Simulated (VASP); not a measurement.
# Si (R-3m) in VASP: a series of runs

Si is run at these levels: r2SCAN; tasks: dielectric tensor.

Program: VASP 6.6.1. These are calculated values, not measurements. Logs are shortened: lines on timing, memory, paths and dates and some standing lists are left out, and cuts for length are marked.

### Step 1. The cell of the first run

Symmetry: R-3m, No. 166, trigonal system. Conventional cell: a = 3.927 Å, b = 3.927 Å, c = 9.355 Å, α = 90.00°, β = 90.00°, γ = 120.00°. Within 3.1 Å of Si (site symmetry 3m) lie 4 Si at 2.36 to 2.39 Å.

### Step 2. Dielectric tensor, r2SCAN (epitaxial 111 strain +2.0%)

Contents of INCAR:

```
PREC = Accurate ; ENCUT = 520
EDIFF = 1E-8 ; ISMEAR = 0
SIGMA = 0.01 ; LREAL = False
LASPH = True ; NELM = 60
ALGO = Normal ; ISIF = 2
LWAVE = False ; LCHARG = False
METAGGA = R2SCAN ; LMIXTAU = True
LCALCEPS = True
```

Contents of KPOINTS:

```
Automatic mesh
0
Gamma
  6 6 6
```

Contents of POSCAR:

```
Si
1.0
   -0.0506090239      2.7259522496      2.7259522496
    2.7259522496     -0.0506090239      2.7259522496
    2.7259522496      2.7259522496     -0.0506090239
Si
2
Direct
   -0.0011050607     -0.0011050607     -0.0011050607
    0.2511050607      0.2511050607      0.2511050607
```

Potentials or basis: VASP PAW PBE potentials, release 64 (Si).

Run with:

```bash
> cat potpaw_PBE.64/Si/POTCAR > POTCAR
> mpirun -np 1 vasp_std > vasp.out
```

OUTCAR:

```text
PREC = Accurate
   ENCUT = 520
   EDIFF = 1E-8
   ISMEAR = 0
   LREAL = False
   LASPH = True
   NELM = 60
   ISIF = 2
   METAGGA = R2SCAN

 ion  position               nearest neighbor table
   1  0.999  0.999  0.999-   2 2.36   2 2.39   2 2.39   2 2.39
   2  0.251  0.251  0.251-   1 2.36   1 2.39   1 2.39   1 2.39

  LATTYP: Found a trigonal (rhomboedric) cell.
 ALAT       =     3.8554108221
 COS(alpha) =     0.4813514121

  Lattice vectors:

 A1 = (  -0.0506090239,   2.7259522496,   2.7259522496)
 A2 = (   2.7259522496,  -0.0506090239,   2.7259522496)
 A3 = (   2.7259522496,   2.7259522496,  -0.0506090239)

Analysis of symmetry for initial positions (statically):
=====================================================================
 Subroutine PRICEL returns:
 Original cell was already a primitive cell.

 Routine SETGRP: Setting up the symmetry group for a
 trigonal (rhombohedral) supercell.

 Subroutine GETGRP returns: Found 12 space group operations
 (whereof  6 operations were pure point group operations)
 out of a pool of 12 trial point group operations.

The static configuration has the point symmetry C_3v.
 The point group associated with its full space group is D_3d.

Analysis of symmetry for dynamics (positions and initial velocities):
=====================================================================
 Subroutine PRICEL returns:
 Original cell was already a primitive cell.

 Routine SETGRP: Setting up the symmetry group for a
 trigonal (rhombohedral) supercell.

 Subroutine GETGRP returns: Found 12 space group operations
 (whereof  6 operations were pure point group operations)
 out of a pool of 12 trial point group operations.

The dynamic configuration has the point symmetry C_3v.
 The point group associated with its full space group is D_3d.

 Subroutine INISYM returns: Found 12 space group operations
 (whereof  6 operations are pure point group operations),
 and found     1 'primitive' translations

----------------------------------------------------------------------------------------

                                     Primitive cell

  volume of cell :      41.6402

  direct lattice vectors                    reciprocal lattice vectors
    -0.050609024  2.725952250  2.725952250    -0.178391562  0.181766166  0.181766166
     2.725952250 -0.050609024  2.725952250     0.181766166 -0.178391562  0.181766166
     2.725952250  2.725952250 -0.050609024     0.181766166  0.181766166 -0.178391562

  length of vectors
     3.855410822  3.855410822  3.855410822     0.312892038  0.312892038  0.312892038

  position of ions in fractional coordinates (direct lattice)
     0.998894939  0.998894939  0.998894939
     0.251105061  0.251105061  0.251105061

  ion indices of the primitive-cell ions
   primitive index   ion index
                 1           1
                 2           2

----------------------------------------------------------------------------------------

 KPOINTS: Automatic mesh

Automatic generation of k-mesh.
 Grid dimensions read from file:
 generate k-points for:    6    6    6

 Generating k-lattice:

  Cartesian coordinates                     Fractional coordinates (reciprocal lattice)
    -0.029731927  0.030294361  0.030294361     0.166666667 -0.000000000 -0.000000000
     0.030294361 -0.029731927  0.030294361    -0.000000000  0.166666667 -0.000000000
     0.030294361  0.030294361 -0.029731927    -0.000000000 -0.000000000  0.166666667

  Length of vectors
     0.052148673  0.052148673  0.052148673

  Shift w.r.t. Gamma in fractional coordinates (k-lattice)
     0.000000000  0.000000000  0.000000000

 Subroutine IBZKPT returns following result:
 ===========================================

 Found     32 irreducible k-points:

 Following reciprocal coordinates:
            Coordinates               Weight
  0.000000  0.000000  0.000000      1.000000
  0.166667  0.000000 -0.000000      6.000000
  0.333333 -0.000000 -0.000000      6.000000
  0.500000  0.000000  0.000000      3.000000
  0.166667  0.166667 -0.000000      6.000000
  0.333333  0.166667 -0.000000     12.000000
[... 16 lines left out ...]
  0.500000  0.500000  0.166667      6.000000
 -0.333333  0.500000  0.166667     12.000000
 [... further k-points ...]
   k-points           NKPTS =     32   k-points in BZ     NKDIM =     32   number of bands    NBANDS=      8
   number of dos      NEDOS =    301   number of ions     NIONS =      2
   total plane-waves  NPLWV =  27000
   dimension x,y,z NGX =    30 NGY =   30 NGZ =   30
   dimension x,y,z NGXF=    60 NGYF=   60 NGZF=   60
   ions per type =               2
   NGX,Y,Z   is equivalent  to a cutoff of  12.94, 12.94, 12.94 a.u.
   NGXF,Y,Z  is equivalent  to a cutoff of  25.87, 25.87, 25.87 a.u.
 SYSTEM =  unknown system
   PREC   = accura    normal or accurate (medium, high low for compatibility)
   ISTART =      0    job   : 0-new  1-cont  2-samecut
   ICHARG =      2    charge: 1-file 2-atom 10-const
   ISPIN  =      1    spin polarized calculation?
   LNONCOLLINEAR =      F non collinear calculations
   LSORBIT =      F    spin-orbit coupling
   LASPH  =      T    aspherical Exc in radial PAW
   ENCUT  =  520.0 eV  38.22 Ry    6.18 a.u.   7.17  7.17  7.17*2*pi/ulx,y,z
   NELM   =     60;   NELMIN=  2; NELMDL= -5     # of ELM steps
   EDIFF  = 0.1E-07   stopping-criterion for ELM
   LREAL  =      F    real-space projection
   EDIFFG = 0.1E-06   stopping-criterion for IOM
   NSW    =      0    number of steps for IOM
   IBRION =     -1    ionic relax: 0-MD 1-quasi-New 2-CG
   NFREE  =      0    steps in history (QN), initial steepest desc. (CG)
   ISIF   =      2    stress and relaxation
   ISYM   =      2    0-nonsym 1-usesym 2-fastsym
   POTIM  = 0.5000    time-step for ionic-motion
   TEBEG  =    0.0;   TEEND  =   0.0 temperature during run
   PSTRESS=    0.0 pullay stress
   NELECT =       8.0000    total number of electrons
   NUPDOWN=      -1.0000    fix difference up-down
   EMIN   =  10.00;   EMAX   =-10.00  energy-range for DOS
   EFERMI =   0.00;   METHOD = LEGACY
   ISMEAR =     0;   SIGMA  =   0.01  broadening in eV -4-tet -1-fermi 0-gaus
   EFERMI_NEDOS =   21; number of points for ismear=-14 and -15
   IALGO  =     38    algorithm
   IMIX   =      4    mixing-type and parameters
     AMIX     =   0.40;   BMIX     =  1.00
     AMIX_MAG =   1.60;   BMIX_MAG =  1.00
  volume/ion in A,a.u.               =      20.82       140.50
  Fermi-wavevector in a.u.,A,eV,Ry     =   0.944642  1.785115 12.141144  0.892349
  Thomas-Fermi vector in A             =   2.072467
   LORBIT       =      0    0 simple, 1 ext, 2 COOP (PROOUT), +10 PAW based schemes
   METAGGA = R2SCAN    functional components
   LHFCALC =     F    Hartree Fock is set to
   AEXX    =    0.0000 exact exchange contribution
   IVDW    =     0    specifies the selected vdW correction
   LEPSILON=     F    determine dielectric tensor
   LRPA    =     F    only Hartree local field effects (RPA)
   LRPA       =     F
 non-spin polarized calculation
 Gauss-broadening in eV      SIGMA  =   0.01
  energy-cutoff  :      520.00
  volume of cell :       41.64
 maximum number of plane-waves:      1140
 NGX is ok and might be reduce to    30
   NGX = 15   NGY = 15   NGZ = 15

 Total electronic dipole moment: p[elc]=(     0.00000     0.00000     0.00000 ) |e| Angst

 number of electron       8.0000000 magnetization

 Free energy of the ion-electron system (eV)
  ---------------------------------------------------
  ext. energy  EPLUGINS =         0.00000000
  ---------------------------------------------------
  free energy    TOTEN  =       -17.50521687 eV

  energy without entropy =      -17.50521687  energy(sigma->0) =      -17.50521687

 E-fermi :   5.5776     XC(G=0):  -9.6967

 val. band max:        5.5030274022   @ k =   0.0000   0.0000   0.0000
 cond. band min:   10000.0000000000   @ k =   0.0000   0.0000   0.0000
 fundamental gap:   9994.4969725978
 Fermi energy:         5.5776213766

 k-point     1 :       0.0000    0.0000    0.0000
  band No.  band energies     occupation
      1      -6.8997      2.00000
      2       5.2791      2.00000
      3       5.2792      2.00000
      4       5.5030      2.00000
      5   10000.0000      0.00000
      6   10000.0000      0.00000
      7   10000.0000      0.00000
      8   10000.0000      0.00000
[... 243 lines left out ...]
 k-point    24 :      -0.3333    0.5000    0.1667
  band No.  band energies     occupation
      1      -2.6323      2.00000
      2      -2.4899      2.00000
      3       1.6398      2.00000
      4       1.7527      2.00000
      5   10000.0000      0.00000
      6   10000.0000      0.00000
      7   10000.0000      0.00000
      8   10000.0000      0.00000

 [... further k-points ...]

------------------------ aborting loop because EDIFF is reached ----------------------------------------

            Ionic dipole moment: p[ion]=(     5.40130     5.40130     5.40130 ) |e| Angst

 Total electronic dipole moment: p[elc]=(    -0.00029    -0.00029     0.02384 ) |e| Angst

 MACROSCOPIC STATIC DIELECTRIC TENSOR (including local field effects)
 ------------------------------------------------------
          11.359628    -0.126493    -0.126493
          -0.126493    11.359628    -0.126493
          -0.126493    -0.126493    11.359628
 ------------------------------------------------------

 PIEZOELECTRIC TENSOR (including local field effects) (e Angst)
          XX          YY          ZZ          XY          YZ          ZX
  --------------------------------------------------------------------------------
  x    -0.00000    -0.00000    -0.00000    -0.00000     0.00000    -0.00000
  y    -0.00000     0.00000    -0.00000    -0.00000     0.00000     0.00000
  z     0.00000     0.00000    -0.00000     0.00000     0.00000     0.00000

 PIEZOELECTRIC TENSOR (including local field effects) (C/m^2)
          XX          YY          ZZ          XY          YZ          ZX
  --------------------------------------------------------------------------------
  x    -0.00000    -0.00000    -0.00000    -0.00000     0.00000    -0.00000
  y    -0.00000     0.00000    -0.00000    -0.00000     0.00000     0.00000
  z     0.00000     0.00000    -0.00000     0.00000     0.00000     0.00000

 BORN EFFECTIVE CHARGES (including local field effects) (in |e|, cummulative output)
 ---------------------------------------------------------------------------------
 ion    1
    1    -0.00000    -0.00000    -0.00000
    2    -0.00000    -0.00000    -0.00000
    3     0.00000     0.00000     0.00000
 ion    2
    1     0.00000     0.00000     0.00000
    2     0.00000     0.00000     0.00000
    3    -0.00000    -0.00000     0.00000

  FORCE on cell =-STRESS in cart. coord.  units (eV):
  Direction    XX          YY          ZZ          XY          YZ          ZX
  --------------------------------------------------------------------------------------
  -------------------------------------------------------------------------------------
  Total       -0.7892999     -0.7892999     -0.7892999      0.3752018      0.3752018      0.3752018
  in kB      -30.3696769    -30.3696769    -30.3696769     14.4365366     14.4365366     14.4365366
  external PRESSURE =     -30.3696769 kB  Pullay stress =       0.0000000 kB

 VOLUME and BASIS-vectors are now :
 -----------------------------------------------------------------------------
  energy-cutoff  :      520.00
  volume of cell :       41.64
      direct lattice vectors                 reciprocal lattice vectors
    -0.050609024  2.725952250  2.725952250    -0.178391562  0.181766166  0.181766166
     2.725952250 -0.050609024  2.725952250     0.181766166 -0.178391562  0.181766166
     2.725952250  2.725952250 -0.050609024     0.181766166  0.181766166 -0.178391562

 POSITION                                       TOTAL-FORCE (eV/Angst)
 -----------------------------------------------------------------------------------
      5.39533      5.39533      5.39533         0.003174      0.003174      0.003174
      1.35629      1.35629      1.35629        -0.003174     -0.003174     -0.003174
 -----------------------------------------------------------------------------------
    total drift:                                0.000000     -0.000000     -0.000000

  FREE ENERGIE OF THE ION-ELECTRON SYSTEM (eV)
  ---------------------------------------------------
  free  energy   TOTEN  =       -17.5052168662 eV

  energy  without entropy=      -17.5052168662  energy(sigma->0) =      -17.50521687
```

Wall time 37 min (1 thread of Intel Xeon 8259CL, shared host); peak memory 0.25 GiB.

What came out:

- Band gap on the k mesh: 0.70 eV (least direct gap 2.49 eV)
- Electronic dielectric tensor (diagonal): 11.36
- Born charges (mean of the diagonal): Si +0.00 e

Electronic dielectric tensor:
```
11.36 -0.13 -0.13
-0.13 11.36 -0.13
-0.13 -0.13 11.36
```

Born effective charge tensors (e):
atom 1, Si
```
0.00 0.00 0.00
0.00 0.00 0.00
0.00 0.00 0.00
```
atom 2, Si
```
0.00 0.00 0.00
0.00 0.00 0.00
0.00 0.00 0.00
```

Dipole moments of the cell (e·Å, modulo the quantum): ionic 5.401, 5.401, 5.401; electronic 0.000, 0.000, 0.024

Caveat: the cell differs from its parent crystal (epitaxial 111 strain +2.0%); the PAW data sets were made with another functional, which shifts forces and pressure a little.

(Part 1 of 2 ends here.)

The gap in the log of VASP goes by the Fermi energy; the results here count the filled bands.